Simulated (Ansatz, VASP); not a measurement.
# GaN: VASP beside Ansatz

```
Ga N
1.0
     3.17015    0.00000    0.00000
    -1.58508    2.78724    0.00000
     0.00000    0.00000    5.24303
Ga N
2 2
Cartesian
  0.0000 1.8582 5.2385
  1.5851 0.9291 2.6170
  0.0000 1.8582 1.9707
  1.5851 0.9291 4.5922
```

Change from the starting cell: strain -0.0150 x Voigt [1, 0, 0, 0, 0, 0], atoms carried along.

Alike in both runs: task single point; functional PBE; k mesh 12 × 12 × 6; occupations gaussian, width 0.05 eV; no spin polarisation.

```csv
,VASP,Ansatz
version,VASP 6.6.1,Ansatz 0.2.0
potentials or method,"VASP PAW PBE potentials, release 64 (Ga_d, N), cutoff 520 eV","scalar-relativistic, plane waves, PAW"
valence electrons in the cell,36,36
```

VASP gave:

| Quantity | Value |
| --- | --- |
| gap on the k mesh at the Fermi level (eV) | 1.76 |
| least direct gap on the mesh (eV) | 1.76 |
| pressure (GPa) | 2.9 |
| traceless stress, the component that is largest in VASP (GPa) | 3.17 |
| rms of the force components (eV/Å) | 0.083 |

Question: Which values does Ansatz return?

Answer: gap on the k mesh at the Fermi level (eV): 1.76; least direct gap on the mesh (eV): 1.76; pressure (GPa): 2.7; traceless stress, the component that is largest in VASP (GPa): 3.19; rms of the force components (eV/Å): 0.085.

Atom by atom the forces differ by 0.002 eV/Å (rms over components). The functional is the same, so the differences come from potentials, cutoffs and numerics.
